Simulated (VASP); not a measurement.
# Mg (P6/mmm) in VASP: further runs

The runs below take Mg through single point, with PBE, PBE+D3(BJ), LDA, PBE+D4.

All numbers are computed with VASP 6.6.1; they aren't measurements. Logs are shortened: lines on timing, memory, paths and dates and some standing lists are left out, and cuts for length are marked.

**1. The cell of the first run**

Symmetry: P6/mmm, No. 191, hexagonal system. The conventional cell has a = 3.050 Å, b = 3.050 Å, c = 3.045 Å, α = 90.00°, β = 90.00°, γ = 120.00°. Mg (site symmetry 6/mmm) has 8 Mg at 3.04 to 3.05 Å within 4.0 Å.

**2. Single point, PBE**

Contents of INCAR:

```
PREC = Accurate
ENCUT = 600
EDIFF = 1E-6
ISMEAR = 1
SIGMA = 0.23
LREAL = F
LASPH = T
NELM = 120
ALGO = Normal
ISIF = 2
LWAVE = F
LCHARG = F
GGA = PE
NBANDS = 7
GGA_COMPAT = F
```

Contents of KPOINTS:

```
regular mesh
0
Gamma
  3 3 2
```

Contents of POSCAR:

```
Mg
1.0
    3.0502998005      0.0000000000      0.0000000000
   -1.5251499003      2.6416371164      0.0000000000
    0.0000000000      0.0000000000      3.0448375700
Mg
1
Direct
    0.0000000000      0.0000000000      0.0000000000
```

Potentials or basis: VASP PAW PBE potentials, release 64 (Mg).

Started as:

```console
cat potpaw_PBE.64/Mg/POTCAR > POTCAR
mpirun -np 1 vasp_std > vasp.out
```

OUTCAR:

```text
PREC = Accurate
   ENCUT = 600
   EDIFF = 1E-6
   ISMEAR = 1
   LREAL = F
   LASPH = T
   NELM = 120
   ISIF = 2
   GGA = PE

 ion  position               nearest neighbor table
   1  0.000  0.000  0.000-

  LATTYP: Found a hexagonal cell.
 ALAT       =     3.0502998005
 C/A-ratio  =     0.9982092808

  Lattice vectors:

 A1 = (   3.0502998005,   0.0000000000,   0.0000000000)
 A2 = (  -1.5251499003,   2.6416371164,   0.0000000000)
 A3 = (   0.0000000000,   0.0000000000,   3.0448375700)

Analysis of symmetry for initial positions (statically):
=====================================================================
 Subroutine PRICEL returns:
 Original cell was already a primitive cell.

 Routine SETGRP: Setting up the symmetry group for a
 hexagonal supercell.

 Subroutine GETGRP returns: Found 24 space group operations
 (whereof 24 operations were pure point group operations)
 out of a pool of 24 trial point group operations.

The static configuration has the point symmetry D_6h.

Analysis of symmetry for dynamics (positions and initial velocities):
=====================================================================
 Subroutine PRICEL returns:
 Original cell was already a primitive cell.

 Routine SETGRP: Setting up the symmetry group for a
 hexagonal supercell.

 Subroutine GETGRP returns: Found 24 space group operations
 (whereof 24 operations were pure point group operations)
 out of a pool of 24 trial point group operations.

The dynamic configuration has the point symmetry D_6h.

 Subroutine INISYM returns: Found 24 space group operations
 (whereof 24 operations are pure point group operations),
 and found     1 'primitive' translations

----------------------------------------------------------------------------------------

                                     Primitive cell

  volume of cell :      24.5346

  direct lattice vectors                    reciprocal lattice vectors
     3.050299800  0.000000000  0.000000000     0.327836628  0.189276565  0.000000000
    -1.525149900  2.641637116  0.000000000     0.000000000  0.378553130  0.000000000
     0.000000000  0.000000000  3.044837570     0.000000000  0.000000000  0.328424744

  length of vectors
     3.050299800  3.050299801  3.044837570     0.378553130  0.378553130  0.328424744

  position of ions in fractional coordinates (direct lattice)
     0.000000000  0.000000000  0.000000000

  ion indices of the primitive-cell ions
   primitive index   ion index
                 1           1

----------------------------------------------------------------------------------------

 KPOINTS: regular mesh

Automatic generation of k-mesh.
 Grid dimensions read from file:
 generate k-points for:    3    3    2

 Generating k-lattice:

  Cartesian coordinates                     Fractional coordinates (reciprocal lattice)
     0.109278876  0.063092188  0.000000000     0.333333333  0.000000000  0.000000000
     0.000000000  0.126184377  0.000000000     0.000000000  0.333333333  0.000000000
     0.000000000  0.000000000  0.164212372     0.000000000  0.000000000  0.500000000

  Length of vectors
     0.126184377  0.126184377  0.164212372

  Shift w.r.t. Gamma in fractional coordinates (k-lattice)
     0.000000000  0.000000000  0.000000000

 Subroutine IBZKPT returns following result:
 ===========================================

 Found      6 irreducible k-points:

 Following reciprocal coordinates:
            Coordinates               Weight
  0.000000  0.000000  0.000000      1.000000
  0.333333  0.000000  0.000000      6.000000
  0.333333  0.333333  0.000000      2.000000
  0.000000  0.000000  0.500000      1.000000
  0.333333  0.000000  0.500000      6.000000
  0.333333  0.333333  0.500000      2.000000
   k-points           NKPTS =      6   k-points in BZ     NKDIM =      6   number of bands    NBANDS=      7
   number of dos      NEDOS =    301   number of ions     NIONS =      1
   total plane-waves  NPLWV =  13824
   dimension x,y,z NGX =    24 NGY =   24 NGZ =   24
   dimension x,y,z NGXF=    48 NGYF=   48 NGZF=   48
   ions per type =               1
   NGX,Y,Z   is equivalent  to a cutoff of  13.08, 13.08, 13.10 a.u.
   NGXF,Y,Z  is equivalent  to a cutoff of  26.16, 26.16, 26.21 a.u.
 SYSTEM =  unknown system
   PREC   = accura    normal or accurate (medium, high low for compatibility)
   ISTART =      0    job   : 0-new  1-cont  2-samecut
   ICHARG =      2    charge: 1-file 2-atom 10-const
   ISPIN  =      1    spin polarized calculation?
   LNONCOLLINEAR =      F non collinear calculations
   LSORBIT =      F    spin-orbit coupling
   LASPH  =      T    aspherical Exc in radial PAW
   ENCUT  =  600.0 eV  44.10 Ry    6.64 a.u.   6.09  6.09  6.08*2*pi/ulx,y,z
   NELM   =    120;   NELMIN=  2; NELMDL= -5     # of ELM steps
   EDIFF  = 0.1E-05   stopping-criterion for ELM
   LREAL  =      F    real-space projection
   EDIFFG = 0.1E-04   stopping-criterion for IOM
   NSW    =      0    number of steps for IOM
   IBRION =     -1    ionic relax: 0-MD 1-quasi-New 2-CG
   NFREE  =      0    steps in history (QN), initial steepest desc. (CG)
   ISIF   =      2    stress and relaxation
   ISYM   =      2    0-nonsym 1-usesym 2-fastsym
   POTIM  = 0.5000    time-step for ionic-motion
   TEBEG  =    0.0;   TEEND  =   0.0 temperature during run
   PSTRESS=    0.0 pullay stress
   NELECT =       2.0000    total number of electrons
   NUPDOWN=      -1.0000    fix difference up-down
   EMIN   =  10.00;   EMAX   =-10.00  energy-range for DOS
   EFERMI =   0.00;   METHOD = LEGACY
   ISMEAR =     1;   SIGMA  =   0.23  broadening in eV -4-tet -1-fermi 0-gaus
   EFERMI_NEDOS =   21; number of points for ismear=-14 and -15
   IALGO  =     38    algorithm
   IMIX   =      4    mixing-type and parameters
     AMIX     =   0.40;   BMIX     =  1.00
     AMIX_MAG =   1.60;   BMIX_MAG =  1.00
  volume/ion in A,a.u.               =      24.53       165.57
  Fermi-wavevector in a.u.,A,eV,Ry     =   0.709836  1.341396  6.855535  0.503868
  Thomas-Fermi vector in A             =   1.796524
   LORBIT       =      0    0 simple, 1 ext, 2 COOP (PROOUT), +10 PAW based schemes
   GGA     = PE    functional components
   LHFCALC =     F    Hartree Fock is set to
   AEXX    =    0.0000 exact exchange contribution
   IVDW    =     0    specifies the selected vdW correction
   LEPSILON=     F    determine dielectric tensor
   LRPA    =     F    only Hartree local field effects (RPA)
 non-spin polarized calculation
 Methfessel and Paxton  Order N= 1 SIGMA  =   0.23
  energy-cutoff  :      600.00
  volume of cell :       24.53
 maximum number of plane-waves:       834
   NGX = 13   NGY = 13   NGZ = 13

 number of electron       2.0000000 magnetization

 Free energy of the ion-electron system (eV)
  ---------------------------------------------------
  ext. energy  EPLUGINS =         0.00000000
  ---------------------------------------------------
  free energy    TOTEN  =        -0.67942238 eV

  energy without entropy =       -0.66733850  energy(sigma->0) =       -0.67539442

 E-fermi :   2.1322     XC(G=0):  -8.2381

 val. band max:        2.1293847665   @ k =   0.3333   0.0000   0.5000
 cond. band min:       2.3797786538   @ k =   0.3333   0.3333   0.0000
 fundamental gap:      0.2503938873
 Fermi energy:         2.1321691068

 k-point     1 :       0.0000    0.0000    0.0000
  band No.  band energies     occupation
      1      -4.3509      2.00000
      2      10.2872      0.00000
      3      11.0277      0.00000
      4      14.8872      0.00000
      5      14.8872      0.00000
      6      15.9587      0.00000
      7      15.9587      0.00000

 k-point     2 :       0.3333    0.0000    0.0000
  band No.  band energies     occupation
      1      -1.9768      2.00000
      2       4.8572     -0.00000
      3      10.7519      0.00000
      4      11.4110      0.00000
      5      13.0285      0.00000
      6      15.2973      0.00000
      7      19.1621      0.00000

 k-point     3 :       0.3333    0.3333    0.0000
  band No.  band energies     occupation
      1       2.3798     -0.06271
      2       2.3798     -0.06271
      3       3.1775     -0.00000
      4      16.9193      0.00000
      5      16.9193      0.00000
      6      17.4950      0.00000
      7      17.6949      0.00000

 k-point     4 :       0.0000    0.0000    0.5000
  band No.  band energies     occupation
      1      -0.6249      2.00000
      2      -0.1052      2.00000
      3      17.0892      0.00000
      4      17.0892      0.00000
      5      18.4261      0.00000
      6      18.4261      0.00000
      7      19.5091      0.00000

 k-point     5 :       0.3333    0.0000    0.5000
  band No.  band energies     occupation
      1       1.6935      2.02132
      2       2.1294      1.02049
      3       8.4685      0.00000
      4       8.8969      0.00000
      5      14.5739      0.00000
      6      15.0991      0.00000
      7      16.6105      0.00000

 k-point     6 :       0.3333    0.3333    0.5000
  band No.  band energies     occupation
      1       5.4030     -0.00000
      2       5.4030     -0.00000
      3       5.9315     -0.00000
      4       7.0505      0.00000
      5       7.0505      0.00000
      6       8.8557      0.00000
      7      24.5629      0.00000

------------------------ aborting loop because EDIFF is reached ----------------------------------------

  FORCE on cell =-STRESS in cart. coord.  units (eV):
  Direction    XX          YY          ZZ          XY          YZ          ZX
  --------------------------------------------------------------------------------------
  -------------------------------------------------------------------------------------
  Total       -1.2391860     -1.2391860      5.1369754      0.0000000     -0.0000000     -0.0000000
  in kB      -80.9221239    -80.9221239    335.4580785      0.0000000     -0.0000000     -0.0000000
  external PRESSURE =      57.8712769 kB  Pullay stress =       0.0000000 kB

 VOLUME and BASIS-vectors are now :
 -----------------------------------------------------------------------------
  energy-cutoff  :      600.00
  volume of cell :       24.53
      direct lattice vectors                 reciprocal lattice vectors
     3.050299800  0.000000000  0.000000000     0.327836628  0.189276565  0.000000000
    -1.525149900  2.641637116  0.000000000     0.000000000  0.378553130  0.000000000
     0.000000000  0.000000000  3.044837570     0.000000000  0.000000000  0.328424744

 POSITION                                       TOTAL-FORCE (eV/Angst)
 -----------------------------------------------------------------------------------
      0.00000      0.00000      0.00000        -0.000000      0.000000      0.000000
 -----------------------------------------------------------------------------------
    total drift:                               -0.000000     -0.000000     -0.000000

  FREE ENERGIE OF THE ION-ELECTRON SYSTEM (eV)
  ---------------------------------------------------
  free  energy   TOTEN  =        -0.6794223787 eV

  energy  without entropy=       -0.6673384960  energy(sigma->0) =       -0.67539442
```

Run time: 1.7 s. Hardware: 1 thread of AMD EPYC 7R13 (Zen 3), shared host; peak memory 0.1 GiB.

What came out:

| Item | Value |
| --- | --- |
| Free energy | -0.6794 eV |
| Pressure | 5.8 GPa |
| Band gap on the k mesh | zero (band 1 reaches 5.40 eV, above the bottom of band 2 at -0.11 eV) |

Caveat: the k points lie up to 1.03 Å⁻¹ apart.

**3. Single point, PBE+D3(BJ)**

Contents of INCAR:

```
PREC = Accurate ; ENCUT = 600
EDIFF = 1E-6 ; ISMEAR = -1
SIGMA = 0.008617333262145177 ; LREAL = F
LASPH = T ; NELM = 120
ALGO = Normal ; ISIF = 2
LWAVE = F ; LCHARG = F
GGA = PE ; IVDW = 12
NELECT = 1.75 ; NBANDS = 7
GGA_COMPAT = F
```

KPOINTS is that of step 2.

POSCAR is that of step 2.

Potentials or basis: VASP PAW PBE potentials, release 64 (Mg).

Started as:

```console
cat potpaw_PBE.64/Mg/POTCAR > POTCAR
mpirun -np 1 vasp_std > vasp.out
```

OUTCAR:

```text
PREC = Accurate
   ENCUT = 600
   EDIFF = 1E-6
   ISMEAR = -1
   LREAL = F
   LASPH = T
   NELM = 120
   ISIF = 2
   GGA = PE
   IVDW = 12
   NELECT = 1.75
 IVDW          = 12

 ion  position               nearest neighbor table
   1  0.000  0.000  0.000-

  LATTYP: Found a hexagonal cell.
 ALAT       =     3.0502998005
 C/A-ratio  =     0.9982092808

  Lattice vectors:

 A1 = (   3.0502998005,   0.0000000000,   0.0000000000)
 A2 = (  -1.5251499003,   2.6416371164,   0.0000000000)
 A3 = (   0.0000000000,   0.0000000000,   3.0448375700)

Analysis of symmetry for initial positions (statically):
=====================================================================
 Subroutine PRICEL returns:
 Original cell was already a primitive cell.

 Routine SETGRP: Setting up the symmetry group for a
 hexagonal supercell.

 Subroutine GETGRP returns: Found 24 space group operations
 (whereof 24 operations were pure point group operations)
 out of a pool of 24 trial point group operations.
[... 137 lines left out ...]
  free energy    TOTEN  =        -1.23238046 eV

  energy without entropy =       -1.23021596  energy(sigma->0) =       -1.23129821

 E-fermi :   2.4315     XC(G=0):  -7.9121

 val. band max:        2.0255434805   @ k =   0.3333   0.0000   0.5000
 cond. band min:       2.4482893393   @ k =   0.3333   0.0000   0.5000
 fundamental gap:      0.4227458589
 Fermi energy:         2.4315207831

 k-point     1 :       0.0000    0.0000    0.0000
  band No.  band energies     occupation
      1      -4.0246      2.00000
      2      10.6306      0.00000
      3      11.3150      0.00000
      4      15.2287      0.00000
      5      15.2287      0.00000
      6      16.2635      0.00000
      7      16.2635      0.00000
[... 41 lines left out ...]
 k-point     6 :       0.3333    0.3333    0.5000
  band No.  band energies     occupation
      1       5.7427      0.00000
      2       5.7427      0.00000
      3       6.2262      0.00000
      4       7.3831      0.00000
      5       7.3831      0.00000
      6       9.1465      0.00000
      7      24.8823      0.00000

------------------------ aborting loop because EDIFF is reached ----------------------------------------

 Edisp (eV)   -0.26731

 E8    (eV) :    -0.1181

  FORCE on cell =-STRESS in cart. coord.  units (eV):
  Direction    XX          YY          ZZ          XY          YZ          ZX
  --------------------------------------------------------------------------------------
  -------------------------------------------------------------------------------------
  Total      -2.35773    -2.35773     3.65128     0.00000     0.00000     0.00000
  in kB    -153.96568  -153.96568   238.43851     0.00000     0.00000     0.00000
  external pressure =      -23.16 kB  Pullay stress =        0.00 kB

 VOLUME and BASIS-vectors are now :
 -----------------------------------------------------------------------------
  energy-cutoff  :      600.00
  volume of cell :       24.53
      direct lattice vectors                 reciprocal lattice vectors
     3.050299800  0.000000000  0.000000000     0.327836628  0.189276565  0.000000000
    -1.525149900  2.641637116  0.000000000     0.000000000  0.378553130  0.000000000
     0.000000000  0.000000000  3.044837570     0.000000000  0.000000000  0.328424744

 POSITION                                       TOTAL-FORCE (eV/Angst)
 -----------------------------------------------------------------------------------
      0.00000      0.00000      0.00000        -0.000000      0.000000      0.000000
 -----------------------------------------------------------------------------------
    total drift:                                0.000000      0.000000      0.000000

  FREE ENERGIE OF THE ION-ELECTRON SYSTEM (eV)
  ---------------------------------------------------
  free  energy   TOTEN  =        -1.4996862517 eV

  energy  without entropy=       -1.4975217490  energy(sigma->0) =       -1.49860400
```

OSZICAR:

```text
N       E                     dE             d eps       ncg     rms          rms(c)
DAV:   1    -0.514489903832E+00   -0.51449E+00   -0.26692E+02    84   0.843E+01
DAV:   2    -0.121941481960E+01   -0.70492E+00   -0.68980E+00    91   0.102E+01
DAV:   3    -0.122333218812E+01   -0.39174E-02   -0.39174E-02   140   0.930E-01
DAV:   4    -0.122334851694E+01   -0.16329E-04   -0.16329E-04   119   0.467E-02
DAV:   5    -0.122334851714E+01   -0.19827E-09   -0.46397E-09   133   0.320E-04    0.989E-01
DAV:   6    -0.124124518015E+01   -0.17897E-01   -0.47122E-03    84   0.263E-01    0.545E-01
DAV:   7    -0.123234000934E+01    0.89052E-02   -0.57207E-03    84   0.259E-01    0.218E-02
DAV:   8    -0.123236713472E+01   -0.27125E-04   -0.97641E-05   112   0.436E-02    0.141E-02
DAV:   9    -0.123238066277E+01   -0.13528E-04   -0.80439E-06   112   0.134E-02    0.134E-03
DAV:  10    -0.123238045997E+01    0.20280E-06   -0.19837E-08    70   0.685E-04
   1 F= -.14996863E+01 E0= -.14986040E+01  d E =-.216450E-02
```

stdout:

```text
POSCAR found type information on POSCAR Mg
 POSCAR found :  1 types and       1 ions
 scaLAPACK will be used
 LDA part: xc-table for (Slater+PW92), standard interpolation
 POSCAR, INCAR and KPOINTS ok, starting setup
 FFT: planning ... GRIDC
 FFT: planning ... GRID_SOFT
 FFT: planning ... GRID
 WAVECAR not read
 entering main loop
 the old and the new charge density differ
 old charge density:     2.00000 new    1.75000
    0.989E-01
```

Wall time 1.8 s (1 thread of AMD EPYC 7R13 (Zen 3), shared host); peak memory 0.11 GiB.

What came out:

```
Free energy                : -1.4997 eV
Dispersion energy per atom : -0.267 eV
```

Caveat: the k points lie up to 1.03 Å⁻¹ apart; the cell carries a net charge on a neutralising background, which shifts energy and pressure; the cell is charged against a uniform background, so pressure and absolute levels hang on convention; pairwise dispersion overbinds metals, which lowers pressure and volume.

**4. Single point, PBE**

Contents of INCAR:

```
SYSTEM = Mg
PREC = Accurate ; ENCUT = 600
EDIFF = 1E-6 ; ISMEAR = 0
SIGMA = 0.1 ; LREAL = .FALSE.
LASPH = .TRUE. ; NELM = 120
ALGO = Normal ; ISIF = 2
LWAVE = .FALSE. ; LCHARG = .FALSE.
GGA = PE ; ISYM = 0
NBANDS = 7 ; GGA_COMPAT = .FALSE.
```

Contents of KPOINTS:

```
Automatic mesh
0
Gamma
  7 1 1
  0 0 0.5
```

POSCAR is that of step 3.

Potentials or basis: VASP PAW PBE potentials, release 64 (Mg).

Started as:

```console
cat potpaw_PBE.64/Mg/POTCAR > POTCAR
mpirun -np 1 vasp_std > vasp.out
```

OUTCAR:

```text
SYSTEM = Mg
   PREC = Accurate
   ENCUT = 600
   EDIFF = 1E-6
   ISMEAR = 0
   LREAL = .FALSE.
   LASPH = .TRUE.
   NELM = 120
   ISIF = 2
   GGA = PE
   ISYM = 0

 ion  position               nearest neighbor table
   1  0.000  0.000  0.000-

IMPORTANT INFORMATION: All symmetrisations will be switched off!
NOSYMM: (Re-)initialisation of all symmetry stuff for point group C_1.

----------------------------------------------------------------------------------------

[... 187 lines left out ...]

  FORCE on cell =-STRESS in cart. coord.  units (eV):
  Direction    XX          YY          ZZ          XY          YZ          ZX
  --------------------------------------------------------------------------------------
  -------------------------------------------------------------------------------------
  Total       -3.4813533     -4.4306408     10.9141229      0.8221067     -0.0000001     -0.0000006
  in kB     -227.3415782   -289.3325635    712.7210891     53.6857425     -0.0000053     -0.0000407
  external PRESSURE =      65.3489825 kB  Pullay stress =       0.0000000 kB

 VOLUME and BASIS-vectors are now :
 -----------------------------------------------------------------------------
  energy-cutoff  :      600.00
  volume of cell :       24.53
      direct lattice vectors                 reciprocal lattice vectors
     3.050299800  0.000000000  0.000000000     0.327836628  0.189276565  0.000000000
    -1.525149900  2.641637116  0.000000000     0.000000000  0.378553130  0.000000000
     0.000000000  0.000000000  3.044837570     0.000000000  0.000000000  0.328424744

 POSITION                                       TOTAL-FORCE (eV/Angst)
 -----------------------------------------------------------------------------------
      0.00000      0.00000      0.00000        -0.000000     -0.000001     -0.000000
 -----------------------------------------------------------------------------------
    total drift:                               -0.000000     -0.000001     -0.000000

  FREE ENERGIE OF THE ION-ELECTRON SYSTEM (eV)
  ---------------------------------------------------
  free  energy   TOTEN  =        -0.4616950107 eV

  energy  without entropy=       -0.4455753083  energy(sigma->0) =       -0.45363516
```

Run time: 1.5 s. Hardware: 1 thread of AMD EPYC 7R13 (Zen 3), shared host; peak memory 0.1 GiB.

Results:

| Property | Result |
| --- | --- |
| Free energy | -0.4617 eV |
| Pressure | 6.5 GPa |
| Band gap on the k mesh | zero (band 1 reaches 3.05 eV, above the bottom of band 2 at -0.10 eV) |

Caveat: the k points lie up to 2.38 Å⁻¹ apart.

(Continued in part 2 of 2.)
